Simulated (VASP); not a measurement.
# H8CO6 in VASP: a series of runs

H8CO6 is run at these levels: PBE+D3(BJ); tasks: single point.

Everything below comes from runs of VASP 6.6.1. Logs are shortened: lines on timing, memory, paths and dates and some standing lists are left out, and cuts for length are marked.

### 1 The cell of the first run

The cell holds a disordered packing, 15 atoms: a = 6.230 Å, b = 6.230 Å, c = 6.230 Å, α = 90.00°, β = 90.00°, γ = 90.00°.

### 2 Single point, PBE+D3(BJ)

The input, INCAR:

```
SYSTEM = H8CO6
ALGO = Normal
EDIFF = 1E-6
ENCUT = 520
GGA = PE
GGA_COMPAT = .FALSE.
ISIF = 2
ISMEAR = -1
IVDW = 12
LASPH = .TRUE.
LCHARG = .FALSE.
LREAL = .FALSE.
LWAVE = .FALSE.
NBANDS = 37
NELM = 120
PREC = Accurate
SIGMA = 0.05
```

The input, KPOINTS:

```
k-points
0
G
  1 1 1
  0 0 0
```

The input, POSCAR:

```
H8CO6
1.0
    6.2299620000      0.0000000000      0.0000000000
    0.0000000000      6.2299620000      0.0000000000
    0.0000000000      0.0000000000      6.2299620000
O H C
6 8 1
Direct
    0.5059581423      0.7133751378      0.3223615168
    0.0145426248      1.1138751729      0.6290568064
    0.7560238730      0.7455422682      0.6937763023
    0.2260848461      0.0513165249      0.1710122790
   -0.2113175008      0.4204359513      0.9419158576
    0.1436284844      0.4405965879      1.0628475744
    0.3936942151      0.6171145185      0.3445446377
    0.5412232049      0.7140171963      0.4775791570
    0.1490699301      1.1464435899      0.7073397879
    0.0245266344      1.0438265916      0.4946258099
    0.6902289292      0.6697472633      0.8199889502
    0.8277418065      0.8755751640      0.7768586710
    0.3094400897      0.1738694393      0.1978503240
    0.3322010632     -0.0720229112      0.1569672496
   -0.0365652311      0.4222979209      1.0109692483
```

Potentials or basis: VASP PAW PBE potentials, release 64 (O, H, C).

Run with:

```console
cat potpaw_PBE.64/O/POTCAR potpaw_PBE.64/H/POTCAR potpaw_PBE.64/C/POTCAR > POTCAR
mpirun -np 1 vasp_gam > vasp.out
```

OUTCAR:

```text
SYSTEM = H8CO6
   EDIFF = 1E-6
   ENCUT = 520
   GGA = PE
   ISIF = 2
   ISMEAR = -1
   IVDW = 12
   LASPH = .TRUE.
   LREAL = .FALSE.
   NELM = 120
   PREC = Accurate
 IVDW          = 12

 ion  position               nearest neighbor table
   1  0.506  0.713  0.322-   7 0.93   8 0.99
   2  0.015  0.114  0.629-  10 0.95   9 0.99
   3  0.756  0.746  0.694-  11 1.00  12 1.06
   4  0.226  0.051  0.171-  13 0.94  14 1.02
   5  0.789  0.420  0.942-  15 1.17
   6  0.144  0.441  0.063-  15 1.17
   7  0.394  0.617  0.345-   1 0.93
   8  0.541  0.714  0.478-   1 0.99
   9  0.149  0.146  0.707-   2 0.99
  10  0.025  0.044  0.495-   2 0.95
  11  0.690  0.670  0.820-   3 1.00
  12  0.828  0.876  0.777-   3 1.06
  13  0.309  0.174  0.198-   4 0.94
  14  0.332  0.928  0.157-   4 1.02
  15  0.963  0.422  0.011-   5 1.17   6 1.17

  LATTYP: Found a simple cubic cell.
 ALAT       =     6.2299620000

  Lattice vectors:

 A1 = (   6.2299620000,   0.0000000000,   0.0000000000)
 A2 = (   0.0000000000,   6.2299620000,   0.0000000000)
 A3 = (   0.0000000000,   0.0000000000,   6.2299620000)

Analysis of symmetry for initial positions (statically):
=====================================================================
 Subroutine PRICEL returns:
 Original cell was already a primitive cell.

 Routine SETGRP: Setting up the symmetry group for a
 simple cubic supercell.

 Subroutine GETGRP returns: Found  1 space group operations
 (whereof  1 operations were pure point group operations)
 out of a pool of 48 trial point group operations.

The static configuration has the point symmetry C_1 .

Analysis of symmetry for dynamics (positions and initial velocities):
=====================================================================
 Subroutine PRICEL returns:
 Original cell was already a primitive cell.

 Routine SETGRP: Setting up the symmetry group for a
 simple cubic supercell.

 Subroutine GETGRP returns: Found  1 space group operations
 (whereof  1 operations were pure point group operations)
 out of a pool of 48 trial point group operations.

The dynamic configuration has the point symmetry C_1 .

 Subroutine INISYM returns: Found  1 space group operations
 (whereof  1 operations are pure point group operations),
 and found     1 'primitive' translations

----------------------------------------------------------------------------------------

                                     Primitive cell

  volume of cell :     241.7999

  direct lattice vectors                    reciprocal lattice vectors
     6.229962000  0.000000000  0.000000000     0.160514623  0.000000000  0.000000000
     0.000000000  6.229962000  0.000000000     0.000000000  0.160514623  0.000000000
     0.000000000  0.000000000  6.229962000     0.000000000  0.000000000  0.160514623

  length of vectors
     6.229962000  6.229962000  6.229962000     0.160514623  0.160514623  0.160514623

  position of ions in fractional coordinates (direct lattice)
     0.505958142  0.713375138  0.322361517
     0.014542625  0.113875173  0.629056806
     0.756023873  0.745542268  0.693776302
     0.226084846  0.051316525  0.171012279
     0.788682499  0.420435951  0.941915858
     0.143628484  0.440596588  0.062847574
     0.393694215  0.617114519  0.344544638
     0.541223205  0.714017196  0.477579157
     0.149069930  0.146443590  0.707339788
     0.024526634  0.043826592  0.494625810
     0.690228929  0.669747263  0.819988950
     0.827741807  0.875575164  0.776858671
     0.309440090  0.173869439  0.197850324
     0.332201063  0.927977089  0.156967250
     0.963434769  0.422297921  0.010969248

  ion indices of the primitive-cell ions
   primitive index   ion index
                 1           1
                 2           2
                 3           3
                 4           4
                 5           5
                 6           6
                 7           7
                 8           8
                 9           9
                10          10
                11          11
                12          12
                13          13
                14          14
                15          15

----------------------------------------------------------------------------------------

 KPOINTS: k-points

Automatic generation of k-mesh.
 Grid dimensions read from file:
 generate k-points for:    1    1    1

 Generating k-lattice:

  Cartesian coordinates                     Fractional coordinates (reciprocal lattice)
     0.160514623  0.000000000  0.000000000     1.000000000  0.000000000  0.000000000
     0.000000000  0.160514623  0.000000000     0.000000000  1.000000000  0.000000000
     0.000000000  0.000000000  0.160514623     0.000000000  0.000000000  1.000000000

  Length of vectors
     0.160514623  0.160514623  0.160514623

  Shift w.r.t. Gamma in fractional coordinates (k-lattice)
     0.000000000  0.000000000  0.000000000

 Subroutine IBZKPT returns following result:
 ===========================================

 Found      1 irreducible k-points:

 Following reciprocal coordinates:
            Coordinates               Weight
  0.000000  0.000000  0.000000      1.000000
   k-points           NKPTS =      1   k-points in BZ     NKDIM =      1   number of bands    NBANDS=     37
   number of dos      NEDOS =    301   number of ions     NIONS =     15
   total plane-waves  NPLWV = 110592
   dimension x,y,z NGX =    48 NGY =   48 NGZ =   48
   dimension x,y,z NGXF=    96 NGYF=   96 NGZF=   96
   ions per type =               6   8   1
   NGX,Y,Z   is equivalent  to a cutoff of  12.81, 12.81, 12.81 a.u.
   NGXF,Y,Z  is equivalent  to a cutoff of  25.62, 25.62, 25.62 a.u.
 SYSTEM =  H8CO6
   PREC   = accura    normal or accurate (medium, high low for compatibility)
   ISTART =      0    job   : 0-new  1-cont  2-samecut
   ICHARG =      2    charge: 1-file 2-atom 10-const
   ISPIN  =      1    spin polarized calculation?
   LNONCOLLINEAR =      F non collinear calculations
   LSORBIT =      F    spin-orbit coupling
   LASPH  =      T    aspherical Exc in radial PAW
   ENCUT  =  520.0 eV  38.22 Ry    6.18 a.u.  11.58 11.58 11.58*2*pi/ulx,y,z
   NELM   =    120;   NELMIN=  2; NELMDL= -5     # of ELM steps
   EDIFF  = 0.1E-05   stopping-criterion for ELM
   LREAL  =      F    real-space projection
   EDIFFG = 0.1E-04   stopping-criterion for IOM
   NSW    =      0    number of steps for IOM
   IBRION =     -1    ionic relax: 0-MD 1-quasi-New 2-CG
   NFREE  =      0    steps in history (QN), initial steepest desc. (CG)
   ISIF   =      2    stress and relaxation
   ISYM   =      2    0-nonsym 1-usesym 2-fastsym
   POTIM  = 0.5000    time-step for ionic-motion
   TEBEG  =    0.0;   TEEND  =   0.0 temperature during run
   PSTRESS=    0.0 pullay stress
   NELECT =      48.0000    total number of electrons
   NUPDOWN=      -1.0000    fix difference up-down
   EMIN   =  10.00;   EMAX   =-10.00  energy-range for DOS
   EFERMI =   0.00;   METHOD = LEGACY
   ISMEAR =    -1;   SIGMA  =   0.05  broadening in eV -4-tet -1-fermi 0-gaus
   EFERMI_NEDOS =   21; number of points for ismear=-14 and -15
   IALGO  =     38    algorithm
   IMIX   =      4    mixing-type and parameters
     AMIX     =   0.40;   BMIX     =  1.00
     AMIX_MAG =   1.60;   BMIX_MAG =  1.00
  volume/ion in A,a.u.               =      16.12       108.78
  Fermi-wavevector in a.u.,A,eV,Ry     =   0.955000  1.804688 12.408842  0.912024
  Thomas-Fermi vector in A             =   2.083797
   LORBIT       =      0    0 simple, 1 ext, 2 COOP (PROOUT), +10 PAW based schemes
   GGA     = PE    functional components
   LHFCALC =     F    Hartree Fock is set to
   AEXX    =    0.0000 exact exchange contribution
   IVDW    =    12    specifies the selected vdW correction
   LEPSILON=     F    determine dielectric tensor
   LRPA    =     F    only Hartree local field effects (RPA)
 non-spin polarized calculation
  energy-cutoff  :      520.00
  volume of cell :      241.80
 maximum number of plane-waves:      3310
 NGX is ok and might be reduce to    48
   NGX = 23   NGY = 23   NGZ = 23

 number of electron      47.9999991 magnetization

 Free energy of the ion-electron system (eV)
  ---------------------------------------------------
  ext. energy  EPLUGINS =         0.00000000
  ---------------------------------------------------
  free energy    TOTEN  =       -79.89848454 eV

  energy without entropy =      -79.89848454  energy(sigma->0) =      -79.89848454

 E-fermi :  -3.0918     XC(G=0):  -5.6425

 val. band max:       -4.3567524837   @ k =   0.0000   0.0000   0.0000
 cond. band min:      -0.0323492911   @ k =   0.0000   0.0000   0.0000
 fundamental gap:      4.3244031926
 Fermi energy:        -3.0918188975

 k-point     1 :       0.0000    0.0000    0.0000
  band No.  band energies     occupation
      1     -26.8172      2.00000
      2     -25.7974      2.00000
      3     -23.0816      2.00000
      4     -22.6452      2.00000
      5     -22.4989      2.00000
      6     -22.0464      2.00000
      7     -11.7207      2.00000
      8     -11.2557      2.00000
      9     -10.9409      2.00000
     10     -10.4254      2.00000
     11     -10.2122      2.00000
     12     -10.1073      2.00000
     13      -9.7693      2.00000
     14      -9.2440      2.00000
     15      -7.7067      2.00000
     16      -7.0311      2.00000
     17      -6.7568      2.00000
     18      -6.6133      2.00000
     19      -6.4428      2.00000
     20      -6.1497      2.00000
     21      -4.9400      2.00000
     22      -4.7346      2.00000
     23      -4.4992      2.00000
     24      -4.3568      2.00000
     25      -0.0323      0.00000
     26       1.5712      0.00000
     27       1.8048      0.00000
     28       3.4760      0.00000
     29       3.6378      0.00000
     30       3.7672      0.00000
     31       4.0286      0.00000
     32       4.4968      0.00000
     33       4.8363      0.00000
     34       5.4570      0.00000
     35       6.1440      0.00000
     36       6.4820      0.00000
 [bands above 36 left out]

------------------------ aborting loop because EDIFF is reached ----------------------------------------

 Edisp (eV)   -0.39278

 E8    (eV) :    -0.0849

  FORCE on cell =-STRESS in cart. coord.  units (eV):
  Direction    XX          YY          ZZ          XY          YZ          ZX
  --------------------------------------------------------------------------------------
  -------------------------------------------------------------------------------------
  Total       0.97132     2.18689    -2.02501     0.64132    -0.97859     0.09360
  in kB       6.43602    14.49042   -13.41780     4.24943    -6.48421     0.62018
  external pressure =        2.50 kB  Pullay stress =        0.00 kB

 VOLUME and BASIS-vectors are now :
 -----------------------------------------------------------------------------
  energy-cutoff  :      520.00
  volume of cell :      241.80
      direct lattice vectors                 reciprocal lattice vectors
     6.229962000  0.000000000  0.000000000     0.160514623  0.000000000  0.000000000
     0.000000000  6.229962000  0.000000000     0.000000000  0.160514623  0.000000000
     0.000000000  0.000000000  6.229962000     0.000000000  0.000000000  0.160514623

 POSITION                                       TOTAL-FORCE (eV/Angst)
 -----------------------------------------------------------------------------------
      3.15210      4.44430      2.00830         1.156221      0.781949      0.728204
      0.09060      0.70944      3.91900        -0.417091      1.170520      2.429719
      4.71000      4.64470      4.32220         0.320130      1.866644      2.731090
      1.40850      0.31970      1.06540        -0.089258     -3.004323     -0.624849
      4.91346      2.61930      5.86810        -0.362516     -0.882847      0.690766
      0.89480      2.74490      0.39154         0.046428      0.255920      0.259626
      2.45270      3.84460      2.14650        -2.307819     -1.783482     -0.803063
      3.37180      4.44830      2.97530         1.281152      1.054075     -0.255816
      0.92870      0.91234      4.40670        -0.517683     -0.711829     -1.207621
      0.15280      0.27304      3.08150         1.106158     -0.524789     -1.143146
      4.30010      4.17250      5.10850         0.458868      0.356131     -1.180187
      5.15680      5.45480      4.83980        -0.987651     -1.681000     -2.018761
      1.92780      1.08320      1.23260         1.058277      1.351027      0.269610
      2.06960      5.78126      0.97790        -0.896850      1.218317      0.638591
      6.00216      2.63090      0.06834         0.151636      0.533686     -0.514162
 -----------------------------------------------------------------------------------
    total drift:                                0.001956      0.000850      0.000463

  FREE ENERGIE OF THE ION-ELECTRON SYSTEM (eV)
  ---------------------------------------------------
  free  energy   TOTEN  =       -80.2912693384 eV

  energy  without entropy=      -80.2912693384  energy(sigma->0) =      -80.29126934
```

It took 19 s on 1 thread of Intel Xeon Platinum 8488C (Sapphire Rapids), shared host; peak memory 0.32 GiB.

Results:

```yaml
Free_energy: -80.2913 eV
Pressure: 0.3 GPa
Largest_force: 3.324 eV/Å
Dispersion_energy_per_atom: -0.026 eV
```

Forces on the atoms (eV/Å):
```
O    1.156  0.782  0.728
O   -0.417  1.171  2.430
O    0.320  1.867  2.731
O   -0.089 -3.004 -0.625
O   -0.363 -0.883  0.691
O    0.046  0.256  0.260
H   -2.308 -1.783 -0.803
H    1.281  1.054 -0.256
H   -0.518 -0.712 -1.208
H    1.106 -0.525 -1.143
H    0.459  0.356 -1.180
H   -0.988 -1.681 -2.019
H    1.058  1.351  0.270
H   -0.897  1.218  0.639
C    0.152  0.534 -0.514
```

Stress tensor (GPa, compression positive):
```
 0.64  0.42  0.06
 0.42  1.45 -0.65
 0.06 -0.65 -1.34
```

Caveat: the k points lie up to 1.01 Å⁻¹ apart, too coarse for converged energies, forces and pressures.

### 3 Single point, PBE+D3(BJ)

The input, INCAR:

```
SYSTEM = H8CO6
PREC = Accurate ; ENCUT = 520
EDIFF = 1E-6 ; ISMEAR = -1
SIGMA = 0.05 ; LREAL = .FALSE.
LASPH = .TRUE. ; NELM = 120
ALGO = Normal ; ISIF = 2
LWAVE = .FALSE. ; LCHARG = .FALSE.
GGA = PE ; IVDW = 12
NBANDS = 37 ; GGA_COMPAT = .FALSE.
```

The input, KPOINTS:

```
regular mesh
0
G
  1 1 1
  0 0 0
```

The input, POSCAR:

```
H8CO6
1.0
    6.2299620000      0.0000000000      0.0000000000
    0.0000000000      6.2299620000      0.0000000000
    0.0000000000      0.0000000000      6.2299620000
O H C
6 8 1
Direct
    0.4472258418      0.7018180849      0.3780921938
   -0.0162761827      1.1640680954      0.6180776063
    0.8002777545      0.7446273348      0.6607584444
    0.2311892111      0.0503373857      0.1680588100
   -0.2065662680      0.4185418787      0.9865549742
    0.1622160777      0.4811425816      1.0309051644
    0.3460534751      0.5941930304      0.2923131794
    0.5883181952      0.6742737757      0.3189907097
   -0.0075602387      1.0182726636      0.5850115940
    0.0313645573      1.2165724285      0.4755727242
    0.6563603438      0.7017217762      0.6649639275
    0.7565535713      0.8849492180      0.6894424075
    0.2943998695      0.0539329132      0.0202408939
    0.3144963003     -0.0817019430      0.2427944183
   -0.0180257921      0.4252674414      1.0066514049
```

Potentials or basis: VASP PAW PBE potentials, release 64 (O, H, C).

Run with:

```console
cat potpaw_PBE.64/O/POTCAR potpaw_PBE.64/H/POTCAR potpaw_PBE.64/C/POTCAR > POTCAR
mpirun -np 1 vasp_gam > vasp.out
```

Run time: 18 s. Hardware: 1 thread of Intel Xeon Platinum 8488C (Sapphire Rapids), shared host; peak memory 0.32 GiB.

The run converged. Its results:

```
Free energy                : -80.1960 eV
Pressure                   : -0.5 GPa
Largest force              : 3.313 eV/Å
Dispersion energy per atom : -0.026 eV
```

Forces on the atoms (eV/Å):
```
O   -2.384 -1.717 -1.531
O    0.335  2.262 -0.789
O    1.607 -0.825 -0.239
O    1.780 -2.158  0.191
O    0.728 -0.976  0.261
O   -0.362 -0.784 -0.111
H    1.816  1.673  1.470
H    0.350 -0.067 -0.160
H    0.173 -2.587 -0.067
H   -0.154  0.286  0.702
H   -2.138 -2.254 -0.306
H    0.437  3.115  0.548
H   -0.549  0.029  1.201
H   -1.161  2.149 -1.111
C   -0.478  1.855 -0.060
```

Stress tensor (GPa, compression positive):
```
-0.85  0.68 -0.88
 0.68  1.73  0.08
-0.88  0.08 -2.49
```

Levels at points of the mesh, in eV from the Fermi level:
```
           k point  band 21  band 22  band 23  band 24  band 25  band 26  band 27  band 28
(0.00, 0.00, 0.00)    -2.35    -1.99    -1.74    -1.26     2.81     4.45     4.87     6.17
```

Caveat: the k points lie up to 1.01 Å⁻¹ apart, too coarse for converged energies, forces and pressures.

### 4 Single point, PBE+D3(BJ)

The input, INCAR:

```
SYSTEM = H8CO6
PREC = Accurate
ENCUT = 520
EDIFF = 1E-6
ISMEAR = -1
SIGMA = 0.05
LREAL = .FALSE.
LASPH = .TRUE.
NELM = 120
ALGO = Normal
ISIF = 2
LWAVE = .FALSE.
LCHARG = .TRUE.
GGA = PE
IVDW = 12
LELF = .TRUE.
LVHAR = .TRUE.
NBANDS = 37
GGA_COMPAT = .FALSE.
```

The input, KPOINTS:

```
Automatic mesh
0
G
  1 1 1
  0 0 0
```

The input, POSCAR:

```
H8CO6
1.0
    6.2299620000      0.0000000000      0.0000000000
    0.0000000000      6.2299620000      0.0000000000
    0.0000000000      0.0000000000      6.2299620000
O H C
6 8 1
Direct
    0.4017681007      0.6757344587      0.4095209569
    0.0363886650      1.2280492241      0.5793293763
    0.7408712926      0.7691860721      0.6718018505
    0.2589582408      0.0751850493      0.2000654258
   -0.2207718121      0.3506441933      0.9538581455
    0.1265978829      0.4948505304      1.0274541000
    0.3999542854      0.5273226386      0.3520085676
    0.3872896817      0.7877094595      0.2995684404
    0.0965334941      1.3509713221      0.5059260394
   -0.0904660414      1.2974075925      0.6079491336
    0.5919779286      0.7566659315      0.6465529003
    0.7766018477      0.9193153987      0.6996190346
    0.2982201176      0.0427450440      0.0596632853
    0.1423443674     -0.0147031394      0.2153303664
   -0.0384593036      0.4087183838      1.0089628155
```

Run with:

```console
cat potpaw_PBE.64/O/POTCAR potpaw_PBE.64/H/POTCAR potpaw_PBE.64/C/POTCAR > POTCAR
mpirun -np 1 vasp_gam > vasp.out
```

It took 19 s on 1 thread of Intel Xeon Platinum 8488C (Sapphire Rapids), shared host; peak memory 0.32 GiB.

Results (log left out):

- Free energy: -80.1251 eV
- Pressure: 0.9 GPa
- Largest force: 5.622 eV/Å
- Dispersion energy per atom: -0.026 eV

Forces on the atoms (eV/Å):
```
O   -0.213 -0.840  0.328
O    2.334 -0.877 -0.761
O    2.210  0.308  0.771
O    1.645  1.571  1.378
O    4.162  0.634  1.971
O    0.630  0.041  0.688
H    0.059  1.274 -0.235
H    0.034 -0.529  0.014
H    1.137 -0.016 -0.451
H   -3.548  0.971  1.224
H   -1.630  0.013 -0.643
H   -0.232 -0.353 -0.158
H    1.090 -0.081 -2.528
H   -2.722 -1.636  1.013
C   -4.955 -0.481 -2.613
```

Stress tensor (GPa, compression positive):
```
 2.00 -0.42 -2.16
-0.42 -1.09 -0.28
-2.16 -0.28  1.69
```

Levels at points of the mesh, in eV from the Fermi level:
```tsv
k point	band 22	band 23	band 24	band 25	band 26	band 27
(0.00, 0.00, 0.00)	-2.17	-2.04	-1.31	2.46	3.85	4.28
```

Caveat: the k points lie up to 1.01 Å⁻¹ apart, too coarse for converged energies, forces and pressures.

[end of part 1 of 3]
